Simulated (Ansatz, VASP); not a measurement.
## KOs4C4 in VASP and in Ansatz

INCAR

```
SYSTEM = KOs4C4
PREC = Accurate ; ENCUT = 600
EDIFF = 1E-7 ; ISMEAR = 0
SIGMA = 0.1 ; LREAL = .FALSE.
LASPH = .TRUE. ; NELM = 80
ALGO = Normal ; ISIF = 3
LWAVE = .FALSE. ; LCHARG = .FALSE.
GGA = PE ; IBRION = 2
NSW = 90 ; EDIFFG = -0.04
```

KPOINTS

```
regular mesh
0
G
  6 6 4
  0 0 0
```

Contents of POSCAR:

```
KOs4C4
1.0
    5.0812878775      0.0000000000      0.0000000000
   -2.5406439388      4.4005243859      0.0000000000
    0.0000000000      0.0000000000      7.0903256835
K Os C
1 4 4
Direct
    0.0000000000      0.0000000000      0.0000000000
    0.3333333333      0.6666666667      0.1596063491
    0.6666666667      0.3333333333      0.8403936509
    0.3333333333      0.6666666667      0.4895373186
    0.6666666667      0.3333333333      0.5104626814
    0.5000000000      0.0000000000      0.0000000000
    0.0000000000      0.5000000000      0.0000000000
    0.5000000000      0.5000000000      0.0000000000
    0.0000000000      0.0000000000      0.5000000000
```

Input for Ansatz:

```yaml
crystal:
  lattice:
    - [5.0812878775, 0.0, 0.0]
    - [-2.5406439388, 4.4005243859, 0.0]
    - [0.0, 0.0, 7.0903256835]
  atoms:
    - { symbol: K, position: [0.0, 0.0, 0.0] }
    - { symbol: Os, position: [0.3333333333, 0.6666666667, 0.1596063491] }
    - { symbol: Os, position: [0.6666666667, 0.3333333333, 0.8403936509] }
    - { symbol: Os, position: [0.3333333333, 0.6666666667, 0.4895373186] }
    - { symbol: Os, position: [0.6666666667, 0.3333333333, 0.5104626814] }
    - { symbol: C, position: [0.5, 0.0, 0.0] }
    - { symbol: C, position: [0.0, 0.5, 0.0] }
    - { symbol: C, position: [0.5, 0.5, 0.0] }
    - { symbol: C, position: [0.0, 0.0, 0.5] }
basis:
  ecutwfc: 420
kpoints:
  mp_grid: { grid: [6, 6, 4] }
hamiltonian:
  xc: pbe
scf:
  occupations: { method: gaussian, width: 0.1 }
  lower_state_search: "off"
output:
  forces: true
  stress: true
  eigenvalues: true
relax:
  adjacent_minimum: "off"
  f_tol: 0.04
  max_steps: 70
  cell: { stress_tol: 0.4 }
```

Alike in both runs: task relaxation of cell and atoms; functional PBE; k mesh 6 × 6 × 4; occupations gaussian, width 0.1 eV; no spin polarisation.

|  | VASP | Ansatz |
| --- | --- | --- |
| version | VASP 6.6.1 | Ansatz 0.2.0 |
| potentials or method | VASP PAW PBE potentials, release 64 (K_sv, Os, C), cutoff 600 eV | scalar-relativistic, plane waves, PAW |
| valence electrons in the cell | 57 | 89 |

Ansatz gave:

* gap on the k mesh at the Fermi level, each at its own relaxed structure (eV): none
* relaxed volume (Å³/atom): 17.51
* relaxed length of the cell vector where the two differ most in proportion (Å): 5.091

Estimate VASP's values.

gap on the k mesh at the Fermi level, each at its own relaxed structure (eV): none; relaxed volume (Å³/atom): 17.57; relaxed length of the cell vector where the two differ most in proportion (Å): 5.102.

A gap of «none» marks a metal or a gap that the smearing closes. VASP's potentials hold 57 valence electrons a cell and Ansatz's 89, so a difference there can come from the potentials and not from the codes.

Spin-orbit coupling is off throughout.
